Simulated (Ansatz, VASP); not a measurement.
**Two plane-wave programs on CaO**

The input INCAR:

```
PREC = Accurate
ENCUT = 600
EDIFF = 1E-6
ISMEAR = 0
SIGMA = 0.02
LREAL = False
LASPH = True
NELM = 120
ALGO = Normal
ISIF = 2
LWAVE = False
LCHARG = False
GGA = PS
NBANDS = 15
GGA_COMPAT = False
```

KPOINTS

```
Automatic mesh
0
Gamma
  10 10 10
```

The input POSCAR:

```
CaO
1.0
    0.0000000000      2.2322311871      2.2322311871
    2.2322311871      0.0000000000      2.2322311871
    2.2322311871      2.2322311871      0.0000000000
Ca O
1 1
Direct
    0.0000000000      0.0000000000      0.0000000000
    0.5000000000      0.5000000000      0.5000000000
```

Input for Ansatz:

```yaml
crystal:
  lattice:
    - [0.0, 2.2322311871, 2.2322311871]
    - [2.2322311871, 0.0, 2.2322311871]
    - [2.2322311871, 2.2322311871, 0.0]
  atoms:
    - { symbol: Ca, position: [0.0, 0.0, 0.0] }
    - { symbol: O, position: [0.5, 0.5, 0.5] }
basis:
  ecutwfc: 420
kpoints:
  mp_grid: { grid: [10, 10, 10] }
  band_path:
    path:
      - [[0.0, 0.0, 0.0], [0.5, 0.0, 0.5], [0.625, 0.25, 0.625]]
      - [[0.375, 0.375, 0.75], [0.0, 0.0, 0.0], [0.5, 0.5, 0.5], [0.5, 0.25, 0.75], [0.5, 0.0, 0.5]]
    npoints: 12
hamiltonian:
  xc: pbesol
scf:
  occupations: { method: gaussian, width: 0.02 }
  n_extra_bands: 6
output:
  forces: true
  stress: true
  eigenvalues: true
```

Alike in both runs: task single point; functional PBEsol; k mesh 10 × 10 × 10; occupations gaussian, width 0.02 eV; no spin polarisation.

|  | VASP | Ansatz |
| --- | --- | --- |
| version | VASP 6.6.1 | Ansatz 0.2.0 |
| potentials or method | VASP PAW PBE potentials, release 64 (Ca_sv, O), cutoff 600 eV | scalar-relativistic, plane waves, PAW |
| valence electrons in the cell | 16 | 16 |

|  | VASP | Ansatz | Ansatz less VASP |
| --- | --- | --- | --- |
| gap on the k mesh at the Fermi level (eV) | 3.30 | 3.33 | +0.032 |
| least direct gap on the mesh (eV) | 3.57 | 3.60 | +0.032 |

VASP's potentials were made for PBE, not for PBEsol.
